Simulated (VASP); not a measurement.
# RuC5 (P6/mmm) in VASP: notebook

Runs on RuC5. Level: PBE. Tasks: single point.

All numbers are computed with VASP 6.6.1; they aren't measurements. Logs are shortened: lines on timing, memory, paths and dates and some standing lists are left out, and cuts for length are marked.

## (1) The cell of the first run

The structure is hexagonal, space group P6/mmm (No. 191). Conventional cell: a = 4.808 Å, b = 4.808 Å, c = 2.773 Å, α = 90.00°, β = 90.00°, γ = 120.00°. Ru (site symmetry 6/mmm) has 12 C at 2.40 to 2.78 Å and 2 Ru at 2.77 Å within 3.2 Å. C (site symmetry mmm) has 2 C at 1.39 Å within 1.9 Å. Within 1.9 Å of C (site symmetry -6m2) lie 3 C at 1.39 Å.

## (2) Single point, PBE

Contents of INCAR:

```
PREC = Accurate
ENCUT = 520
EDIFF = 1E-6
ISMEAR = 0
SIGMA = 0.1
LREAL = False
LASPH = True
NELM = 60
ALGO = Normal
ISIF = 2
LWAVE = False
LCHARG = False
GGA = PE
NBANDS = 26
```

Contents of KPOINTS:

```
regular mesh
0
Gamma
  6 6 4
```

Contents of POSCAR:

```
RuC5
1.0
    4.8075565036      0.0000000000      0.0000000000
   -2.4037782518      4.1634660623      0.0000000000
    0.0000000000      0.0000000000      2.7728094261
Ru C
1 5
Direct
    0.0000000000      0.0000000000      0.0000000000
    0.5000000000      0.0000000000      0.0000000000
    0.0000000000      0.5000000000      0.0000000000
    0.5000000000      0.5000000000      0.0000000000
    0.3333333333      0.6666666667      0.0000000000
    0.6666666667      0.3333333333      0.0000000000
```

Potentials or basis: VASP PAW PBE potentials, release 64 (Ru_pv, C).

The run is started by

```
> cat potpaw_PBE.64/Ru_pv/POTCAR potpaw_PBE.64/C/POTCAR > POTCAR
> mpirun -np 1 vasp_std > vasp.out
```

OUTCAR:

```text
PREC = Accurate
   ENCUT = 520
   EDIFF = 1E-6
   ISMEAR = 0
   LREAL = False
   LASPH = True
   NELM = 60
   ISIF = 2
   GGA = PE

 ion  position               nearest neighbor table
   1  0.000  0.000  0.000-   2 2.40   2 2.40   4 2.40   3 2.40   3 2.40   4 2.40
   2  0.500  0.000  0.000-   5 1.39   6 1.39   1 2.40   1 2.40
   3  0.000  0.500  0.000-   5 1.39   6 1.39   1 2.40   1 2.40
   4  0.500  0.500  0.000-   5 1.39   6 1.39   1 2.40   1 2.40
   5  0.333  0.667  0.000-   3 1.39   2 1.39   4 1.39
   6  0.667  0.333  0.000-   3 1.39   2 1.39   4 1.39

  LATTYP: Found a hexagonal cell.
 ALAT       =     4.8075565036
 C/A-ratio  =     0.5767606525

  Lattice vectors:

 A1 = (   4.8075565036,   0.0000000000,   0.0000000000)
 A2 = (  -2.4037782518,   4.1634660623,   0.0000000000)
 A3 = (   0.0000000000,   0.0000000000,   2.7728094261)

Analysis of symmetry for initial positions (statically):
=====================================================================
 Subroutine PRICEL returns:
 Original cell was already a primitive cell.

 Routine SETGRP: Setting up the symmetry group for a
 hexagonal supercell.

 Subroutine GETGRP returns: Found 24 space group operations
 (whereof 24 operations were pure point group operations)
 out of a pool of 24 trial point group operations.

The static configuration has the point symmetry D_6h.

Analysis of symmetry for dynamics (positions and initial velocities):
=====================================================================
 Subroutine PRICEL returns:
 Original cell was already a primitive cell.

 Routine SETGRP: Setting up the symmetry group for a
 hexagonal supercell.

 Subroutine GETGRP returns: Found 24 space group operations
 (whereof 24 operations were pure point group operations)
 out of a pool of 24 trial point group operations.

The dynamic configuration has the point symmetry D_6h.

 Subroutine INISYM returns: Found 24 space group operations
 (whereof 24 operations are pure point group operations),
 and found     1 'primitive' translations

----------------------------------------------------------------------------------------

                                     Primitive cell

  volume of cell :      55.5008

  direct lattice vectors                    reciprocal lattice vectors
     4.807556504  0.000000000  0.000000000     0.208005876  0.120092248  0.000000000
    -2.403778252  4.163466062  0.000000000     0.000000000  0.240184497  0.000000000
[... 92 lines left out ...]
   NSW    =      0    number of steps for IOM
   IBRION =     -1    ionic relax: 0-MD 1-quasi-New 2-CG
   NFREE  =      0    steps in history (QN), initial steepest desc. (CG)
   ISIF   =      2    stress and relaxation
   ISYM   =      2    0-nonsym 1-usesym 2-fastsym
   POTIM  = 0.5000    time-step for ionic-motion
   TEBEG  =    0.0;   TEEND  =   0.0 temperature during run
   PSTRESS=    0.0 pullay stress
   NELECT =      34.0000    total number of electrons
   NUPDOWN=      -1.0000    fix difference up-down
   EMIN   =  10.00;   EMAX   =-10.00  energy-range for DOS
   EFERMI =   0.00;   METHOD = LEGACY
   ISMEAR =     0;   SIGMA  =   0.10  broadening in eV -4-tet -1-fermi 0-gaus
   EFERMI_NEDOS =   21; number of points for ismear=-14 and -15
   IALGO  =     38    algorithm
   IMIX   =      4    mixing-type and parameters
     AMIX     =   0.40;   BMIX     =  1.00
     AMIX_MAG =   1.60;   BMIX_MAG =  1.00
  volume/ion in A,a.u.               =       9.25        62.42
  Fermi-wavevector in a.u.,A,eV,Ry     =   1.390384  2.627444 26.302330  1.933167
  Thomas-Fermi vector in A             =   2.514324
   LORBIT       =      0    0 simple, 1 ext, 2 COOP (PROOUT), +10 PAW based schemes
   GGA     = PE    functional components
   LHFCALC =     F    Hartree Fock is set to
   AEXX    =    0.0000 exact exchange contribution
   IVDW    =     0    specifies the selected vdW correction
   LEPSILON=     F    determine dielectric tensor
   LRPA    =     F    only Hartree local field effects (RPA)
 non-spin polarized calculation
 Gauss-broadening in eV      SIGMA  =   0.10
  energy-cutoff  :      520.00
  volume of cell :       55.50
 maximum number of plane-waves:      1516
 NGX is ok and might be reduce to    36
   NGX = 17   NGY = 17   NGZ = 11

 number of electron      34.0000006 magnetization

 Free energy of the ion-electron system (eV)
  ---------------------------------------------------
  ext. energy  EPLUGINS =         0.00000000
  ---------------------------------------------------
  free energy    TOTEN  =       -46.40513421 eV

  energy without entropy =      -46.38653710  energy(sigma->0) =      -46.39583566

 E-fermi :   6.9855     XC(G=0): -11.8574

 val. band max:        6.9682233044   @ k =   0.5000   0.0000   0.2500
 cond. band min:       6.9991296964   @ k =   0.3333   0.0000   0.2500
 fundamental gap:      0.0309063920
 Fermi energy:         6.9854566594

 k-point     1 :       0.0000    0.0000    0.0000
  band No.  band energies     occupation
      1     -35.4932      2.00000
      2     -35.4932      2.00000
      3     -35.0889      2.00000
      4     -11.7246      2.00000
      5      -8.2962      2.00000
      6      -6.0242      2.00000
[... 598 lines left out ...]
     25      16.0127      0.00000
     26      17.1719      0.00000

------------------------ aborting loop because EDIFF is reached ----------------------------------------

  FORCE on cell =-STRESS in cart. coord.  units (eV):
  Direction    XX          YY          ZZ          XY          YZ          ZX
  --------------------------------------------------------------------------------------
  -------------------------------------------------------------------------------------
  Total        0.0926431      0.0926431     -0.0182658      0.0000000     -0.0000000      0.0000000
  in kB        2.6743880      2.6743880     -0.5272909      0.0000000     -0.0000000      0.0000000
  external PRESSURE =       1.6071617 kB  Pullay stress =       0.0000000 kB

 VOLUME and BASIS-vectors are now :
 -----------------------------------------------------------------------------
  energy-cutoff  :      520.00
  volume of cell :       55.50
      direct lattice vectors                 reciprocal lattice vectors
     4.807556504  0.000000000  0.000000000     0.208005876  0.120092248  0.000000000
    -2.403778252  4.163466062  0.000000000     0.000000000  0.240184497  0.000000000
     0.000000000  0.000000000  2.772809426     0.000000000  0.000000000  0.360645052

 POSITION                                       TOTAL-FORCE (eV/Angst)
 -----------------------------------------------------------------------------------
      0.00000      0.00000      0.00000        -0.000000      0.000000      0.000000
      2.40378      0.00000      0.00000        -0.000000      0.000000      0.000000
     -1.20189      2.08173      0.00000        -0.000000      0.000000      0.000000
      1.20189      2.08173      0.00000        -0.000000      0.000000      0.000000
     -0.00000      2.77564      0.00000         0.000000      0.000000      0.000000
      2.40378      1.38782      0.00000        -0.000000      0.000000      0.000000
 -----------------------------------------------------------------------------------
    total drift:                                0.000000      0.000000      0.000000

  FREE ENERGIE OF THE ION-ELECTRON SYSTEM (eV)
  ---------------------------------------------------
  free  energy   TOTEN  =       -46.4051342142 eV

  energy  without entropy=      -46.3865371047  energy(sigma->0) =      -46.39583566
```

Run time: 16 s. Hardware: 1 thread of Intel Xeon 6975P-C (Granite Rapids), shared host; peak memory 0.19 GiB.

Results:

| Quantity | Value |
| --- | --- |
| Free energy | -46.4051 eV |
| Pressure | 0.2 GPa |
| Band gap on the k mesh | zero (band 17 reaches 7.43 eV, above the bottom of band 18 at 6.47 eV) |

Caveat: the k points lie up to 0.57 Å⁻¹ apart.

## (3) Single point, PBE

This run uses another cell than the first one, of 9.34 Å³/atom, 1.009 times its volume.

Contents of INCAR:

```
  ALGO = Normal
  EDIFF = 1E-6
  ENCUT = 520
  GGA = PE
  ISIF = 2
  ISMEAR = 0
  LASPH = T
  LCHARG = F
  LREAL = F
  LWAVE = F
  NBANDS = 26
  NELM = 80
  PREC = Accurate
  SIGMA = 0.1
```

Contents of KPOINTS:

```
k-points
0
Gamma
  6 6 6
```

Changes to POSCAR since step 2:

```diff
@@ -2,5 +2,5 @@
 1.0
-    4.8075565036      0.0000000000      0.0000000000
-   -2.4037782518      4.1634660623      0.0000000000
-    0.0000000000      0.0000000000      2.7728094261
+    4.8059603139      0.0000000000      0.0000000000
+   -2.4029801570      4.1620837214      0.0000000000
+    0.0000000000      0.0000000000      2.8007449400
 Ru C
```

Potentials or basis: VASP PAW PBE potentials, release 64 (Ru_pv, C).

The run is started by

```
> cat potpaw_PBE.64/Ru_pv/POTCAR potpaw_PBE.64/C/POTCAR > POTCAR
> mpirun -np 1 vasp_std > vasp.out
```

Run time: 19 s. Hardware: 1 thread of Intel Xeon 6975P-C (Granite Rapids), shared host; peak memory 0.19 GiB.

The run converged. Its results:

```
Free energy            : -46.3215 eV
Pressure               : -0.1 GPa
Band gap on the k mesh : zero (band 17 reaches 7.27 eV, above the bottom of band 18 at 6.45 eV)
```

Stress tensor (GPa, compression positive):
```
-0.05  0.00  0.00
 0.00 -0.05  0.00
 0.00  0.00 -0.30
```

Levels at points of the mesh, in eV from the Fermi level:
```csv
k point,band 13,band 14,band 15,band 16,band 17,band 18,band 19,band 20,band 21,band 22
"(0.00, 0.00, 0.00)",-1.39,-0.52,-0.52,0.15,0.15,0.47,0.97,2.08,2.08,2.17
"(0.50, 0.00, 0.00)",-2.70,-1.90,-1.76,-0.17,-0.10,0.55,2.44,4.33,5.00,5.63
"(0.00, 0.00, 0.50)",-2.26,-1.73,-1.73,-0.52,-0.52,-0.26,-0.26,0.30,2.62,4.86
"(0.50, 0.00, 0.50)",-3.27,-2.28,-1.34,-0.83,-0.33,0.00,1.59,2.95,4.56,5.21
```

Caveat: the k points lie up to 0.37 Å⁻¹ apart.
